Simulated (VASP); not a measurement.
# Be (P6_3/mmc) in VASP: further runs, part 2 of 2

VASP 6.6.1.

### Step 4. Relaxation of cell and atoms, PBEsol, target pressure 30 GPa, at which the enthalpy is minimised

INCAR

```
SYSTEM = Be
PREC = Accurate
ENCUT = 600
EDIFF = 1E-7
ISMEAR = -1
SIGMA = 0.05
LREAL = .FALSE.
LASPH = .TRUE.
NELM = 60
ALGO = Normal
ISIF = 3
LWAVE = .FALSE.
LCHARG = .FALSE.
GGA = PS
IBRION = 2
NSW = 80
EDIFFG = -0.02
PSTRESS = 300.0
```

KPOINTS

```
regular mesh
0
G
  13 13 8
  0 0 0
```

POSCAR

```
Be
1.0
    2.2853000000      0.0000000000      0.0000000000
   -1.1426500000      1.9791278553      0.0000000000
    0.0000000000      0.0000000000      3.5842000000
Be
2
Direct
    0.6666666667      0.3333333333      0.7500000000
    0.3333333333      0.6666666667      0.2500000000
```

Potentials or basis: VASP PAW PBE potentials, release 64 (Be).

On the command line:

```sh
$ cat potpaw_PBE.64/Be/POTCAR > POTCAR
$ mpirun -np 1 vasp_std > vasp.out
```

OUTCAR:

```text
SYSTEM = Be
   PREC = Accurate
   ENCUT = 600
   EDIFF = 1E-7
   ISMEAR = -1
   LREAL = .FALSE.
   LASPH = .TRUE.
   NELM = 60
   ISIF = 3
   GGA = PS
   IBRION = 2
   NSW = 80
   EDIFFG = -0.02
   PSTRESS = 300.0

 ion  position               nearest neighbor table
   1  0.667  0.333  0.750-   2 2.23   2 2.23   2 2.23   2 2.23   2 2.23   2 2.23
   2  0.333  0.667  0.250-   1 2.23   1 2.23   1 2.23   1 2.23   1 2.23   1 2.23

  LATTYP: Found a hexagonal cell.
 ALAT       =     2.2853000000
 C/A-ratio  =     1.5683717674

  Lattice vectors:

 A1 = (   2.2853000000,   0.0000000000,   0.0000000000)
 A2 = (  -1.1426500000,   1.9791278553,   0.0000000000)
 A3 = (   0.0000000000,   0.0000000000,   3.5842000000)

Analysis of symmetry for initial positions (statically):
=====================================================================
 Subroutine PRICEL returns:
 Original cell was already a primitive cell.

 Routine SETGRP: Setting up the symmetry group for a
 hexagonal supercell.

 Subroutine GETGRP returns: Found 24 space group operations
 (whereof 12 operations were pure point group operations)
 out of a pool of 24 trial point group operations.

The static configuration has the point symmetry D_3d.
 The point group associated with its full space group is D_6h.

Analysis of symmetry for dynamics (positions and initial velocities):
=====================================================================
 Subroutine PRICEL returns:
 Original cell was already a primitive cell.

 Routine SETGRP: Setting up the symmetry group for a
 hexagonal supercell.

 Subroutine GETGRP returns: Found 24 space group operations
 (whereof 12 operations were pure point group operations)
 out of a pool of 24 trial point group operations.

The dynamic configuration has the point symmetry D_3d.
 The point group associated with its full space group is D_6h.

 Subroutine INISYM returns: Found 24 space group operations
 (whereof 12 operations are pure point group operations),
[... 119 lines left out ...]
  Thomas-Fermi vector in A             =   2.160726
   LORBIT       =      0    0 simple, 1 ext, 2 COOP (PROOUT), +10 PAW based schemes
   GGA     = PS    functional components
   LHFCALC =     F    Hartree Fock is set to
   AEXX    =    0.0000 exact exchange contribution
   IVDW    =     0    specifies the selected vdW correction
   LEPSILON=     F    determine dielectric tensor
   LRPA    =     F    only Hartree local field effects (RPA)
 conjugate gradient relaxation of ions
 non-spin polarized calculation
  energy-cutoff  :      600.00
  volume of cell :       16.21
 maximum number of plane-waves:       555
   NGX =  9   NGY =  9   NGZ = 15

--------------------------------------- Ionic step        1  -------------------------------------------

 number of electron       4.0000000 magnetization

 Free energy of the ion-electron system (eV)
  ---------------------------------------------------
  ext. energy  EPLUGINS =         0.00000000
  ---------------------------------------------------
  free energy    TOTEN  =        -7.98847737 eV

  energy without entropy =       -7.98739823  energy(sigma->0) =       -7.98793780

------------------------ aborting loop because EDIFF is reached ----------------------------------------

  FORCE on cell =-STRESS in cart. coord.  units (eV):
  Direction    XX          YY          ZZ          XY          YZ          ZX
  --------------------------------------------------------------------------------------
  -------------------------------------------------------------------------------------
  Total       -0.3282876     -0.3282876     -0.4085238      0.0000000      0.0000000     -0.0000000
  in kB      -32.4455932    -32.4455932    -40.3755682      0.0000000      0.0000000     -0.0000000
  external PRESSURE =    -335.0889182 kB  Pullay stress =     300.0000000 kB
[... 215 lines left out ...]
--------------------------------------- Ionic step        7  -------------------------------------------

 number of electron       4.0000000 magnetization

 Free energy of the ion-electron system (eV)
  ---------------------------------------------------
  ext. energy  EPLUGINS =         0.00000000
  ---------------------------------------------------
  free energy    TOTEN  =        -7.77837683 eV

  energy without entropy =       -7.77767724  energy(sigma->0) =       -7.77802704

 E-fermi :   8.4014     XC(G=0): -11.2360

 val. band max:        8.2519607076   @ k =   0.3077   0.3077   0.0000
 cond. band min:       8.5314928531   @ k =   0.3077   0.1538   0.0000
 fundamental gap:      0.2795321454
 Fermi energy:         8.4013825787

 k-point     1 :       0.0000    0.0000    0.0000
  band No.  band energies     occupation
      1      -3.7345      2.00000
      2       3.4262      2.00000
      3      10.4111      0.00000
      4      27.1951      0.00000
      5      27.1951      0.00000
      6      30.4122      0.00000
[... 199 lines left out ...]
 k-point    24 :       0.1538    0.0000    0.1250
  band No.  band energies     occupation
      1      -2.8688      2.00000
      2       3.6298      2.00000
      3      11.6172      0.00000
      4      22.5012      0.00000
      5      24.2815      0.00000
      6      29.6290      0.00000

 [... further k-points ...]
[... 5 lines left out ...]
  --------------------------------------------------------------------------------------
  -------------------------------------------------------------------------------------
  Total        2.4705010      2.4705010      2.4724264     -0.0000000      0.0000000      0.0000000
  in kB      301.5575633    301.5575633    301.7925915     -0.0000000      0.0000000      0.0000000
  external PRESSURE =       1.6359060 kB  Pullay stress =     300.0000000 kB
[... 21 lines left out ...]
  energy  without entropy=       -7.7776772426  energy(sigma->0) =       -7.77802704

  enthalpy is  TOTEN    =        -5.3206361515 eV   P V=        2.4577406772

 reached required accuracy - stopping structural energy minimisation
```

OSZICAR:

```text
N       E                     dE             d eps       ncg     rms          rms(c)
DAV:   1    -0.238851367887E+01   -0.23885E+01   -0.19660E+03  1272   0.618E+02
DAV:   2    -0.796890596074E+01   -0.55804E+01   -0.52063E+01  1920   0.694E+01
[... 40 lines left out ...]
   6 F= -.53205540E+01 E0= -.53202042E+01  d E =-.119306E-02
       N       E                     dE             d eps       ncg     rms          rms(c)
DAV:   1    -0.777837607551E+01    0.93841E-02   -0.37923E-04  1344   0.292E-01    0.892E-03
DAV:   2    -0.777837588145E+01    0.19407E-06   -0.58991E-07  1920   0.995E-03    0.554E-03
DAV:   3    -0.777837686346E+01   -0.98201E-06   -0.30896E-07  1332   0.116E-02    0.191E-04
DAV:   4    -0.777837682872E+01    0.34742E-07   -0.10025E-09   762   0.566E-04
   7 F= -.53206362E+01 E0= -.53202864E+01  d E =-.821541E-04
```

CONTCAR:

```text
Be
   1.00000000000000
     2.1248334944790792    0.0000000000000000   -0.0000000000000000
    -1.0624167472395396    1.8401597850665441    0.0000000000000000
    -0.0000000000000000    0.0000000000000000    3.3569505666204953
  Be
     2
Direct
     0.6666666667000030    0.3333333332999970    0.7500000000000000
     0.3333333332999970    0.6666666667000030    0.2500000000000000

  0.00000000E+00  0.00000000E+00  0.00000000E+00
  0.00000000E+00  0.00000000E+00  0.00000000E+00
```

Wall time 30 s (1 thread of Intel Xeon Platinum 8259CL at 2.50GHz (Skylake/Cascade Lake), shared host); peak memory 0.13 GiB.

Results:

```yaml
Free_energy: -7.7784 eV
Relaxed_volume: 6.56 Å³/atom
Relaxed_cell: a = 2.125 Å, b = 2.125 Å, c = 3.357 Å, α = 90.00°, β = 90.00°, γ = 120.00°
Space_group_after_relaxing_to_0.05_Å: P6_3/mmc (No. 194)
Energy_change_on_relaxing_the_enthalpy_is_what_falls: +105.1 meV/atom
Ionic_steps: 7
Pressure_after_relaxing: 30.2 GPa
Band_gap_on_the_k_mesh: zero (band 2 reaches 9.80 eV, above the bottom of band 3 at 8.10 eV)
```

Step by step:
| step | energy change (eV) | largest force (eV/Å) | pressure (GPa) | volume (Å³) |
| --- | --- | --- | --- | --- |
| 1 | 0.0000 | 0.0000 | -3.51 | 16.21 |
| 2 | 0.3384 | 0.0000 | 40.70 | 12.55 |
| 3 | 0.2103 | 0.0000 | 30.22 | 13.13 |
| 4 | 0.1996 | 0.0000 | 29.28 | 13.19 |
| 5 | 0.2007 | 0.0000 | 29.33 | 13.18 |
| 6 | 0.2007 | 0.0000 | 29.33 | 13.18 |
| 7 | 0.2101 | 0.0000 | 30.16 | 13.13 |

Final structure:
```xyz
2
Lattice="2.1248 0.0000 0.0000 -1.0624 1.8402 0.0000 0.0000 0.0000 3.3570" Properties=species:S:1:pos:R:3 pbc="T T T"
Be    1.0624    0.6134    2.5177
Be    0.0000    1.2268    0.8392
```

Caveat: the cell is relaxed towards a set pressure, so the enthalpy falls and the energy may rise; the volume moved by over 15 % at a fixed basis, so the end points are rough; the PAW data sets were made with another functional, which shifts forces and pressure a little.

### Step 5. Overview

| cell | gap on the mesh (eV) | pressure (GPa) |
| --- | --- | --- |
| relaxed to 10 GPa | none | 10.0 |
| relaxed to 20 GPa | none | 20.1 |
| relaxed to 30 GPa | none | 30.2 |

Alike in all rows: task relaxation of cell and atoms; level PBEsol; potentials or basis VASP PAW PBE potentials, release 64 (Be); no spin polarisation; k mesh 13 × 13 × 8; cutoff (eV) 600; smearing fermi-dirac 0.05 eV.

Caveats: the cell is relaxed towards a set pressure, so the enthalpy falls and the energy may rise; the PAW data sets were made with another functional, which shifts forces and pressure a little; the volume moved by over 15 % at a fixed basis, so the end points are rough (some runs).

Absolute energies hang on the potentials; compare differences alone.
